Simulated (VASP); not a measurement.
Set up this calculation in VASP 6.6.1, as the native input.

```
Task                   : single point
Functional             : PBE
Potentials or basis    : VASP PAW PBE potentials, release 64 (Ta_pv)
Cutoff                 : 520 eV
k mesh                 : 9 × 9 × 1
Occupations            : fermi-dirac, width 0.08 eV
Spin                   : no spin polarisation
Dipole correction      : yes
Further INCAR settings : ALGO = Normal; EDIFF = 1e-06; NBANDS = 12
```

The structure of Ta lies in POSCAR:

```
Ta
1.0
    4.6945593018      0.0000000000      0.0000000000
   -2.3472796509      4.0656076149      0.0000000000
    0.0000000000      0.0000000000     16.0000000000
Ta
1
Direct
    0.0000000000      0.0000000000      0.5000000000
```

These files were run (other wordings do the same):

INCAR

```
ALGO = Normal
DIPOL = 0.5 0.5 0.500
EDIFF = 1E-6
ENCUT = 520
GGA = PE
IDIPOL = 3
ISIF = 2
ISMEAR = -1
LASPH = T
LCHARG = F
LDIPOL = T
LREAL = F
LWAVE = F
NBANDS = 12
NELM = 60
PREC = Accurate
SIGMA = 0.08
```

KPOINTS

```
k-points
0
Gamma
  9 9 1
```

Potentials or basis: VASP PAW PBE potentials, release 64 (Ta_pv).

Run with:

```console
$ cat potpaw_PBE.64/Ta_pv/POTCAR > POTCAR
$ mpirun -np 1 vasp_std > vasp.out
```

Run time: 49 s on 1 thread of Intel(R) Xeon(R) Platinum 8488C (Sapphire Rapids), on a shared host, peak memory 0.4 GiB.
